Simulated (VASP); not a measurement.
Input of a VASP 6.6.1 run:

POSCAR

```
Ti
1.0
    2.9303644090      0.0000000000      0.0000000000
   -1.4651822045      2.5377700206      0.0000000000
    0.0000000000      0.0000000000      9.3616638811
Ti
4
Direct
    0.0000000000      0.0000000000      0.0000000000
    0.0000000000      0.0000000000      0.5000000000
    0.3333333333      0.6666666667      0.7500000000
    0.6666666667      0.3333333333      0.2500000000
```

File INCAR.step1:

```
  ALGO = Normal
  EDIFF = 1E-4
  ENCUT = 520
  GGA = PE
  ISMEAR = 0
  LASPH = T
  LCHARG = F
  LREAL = F
  LWAVE = T
  NBANDS = 32
  NELM = 100
  PREC = Accurate
  SIGMA = 0.1
```

Contents of INCAR.step2:

```
  ALGO = Normal
  EDIFF = 1E-6
  ENCUT = 520
  ISIF = 2
  ISMEAR = 0
  ISTART = 1
  LASPH = T
  LCHARG = T
  LELF = T
  LMIXTAU = T
  LREAL = F
  LVHAR = T
  LWAVE = F
  METAGGA = R2SCAN
  NBANDS = 32
  NELM = 100
  PREC = Accurate
  SIGMA = 0.1
```

KPOINTS

```
k-points
0
Gamma
  18 18 6
```

Potentials or basis: VASP PAW PBE potentials, release 64 (Ti_sv).

Command:

```sh
$ cat potpaw_PBE.64/Ti_sv/POTCAR > POTCAR
$ cp INCAR.step1 INCAR
$ mpirun -np 1 vasp_std > vasp.out
$ cp INCAR.step2 INCAR
$ mpirun -np 1 vasp_std > vasp.out
```

Task: What does it give for the band gap on the k mesh?

Result: Zero (bands 24 and 25 overlap by 1.34 eV).

Task: What does it give for the pressure?

Result: 0.4 GPa.

Caveat: the PAW data sets were made with another functional, which shifts forces and pressure a little.
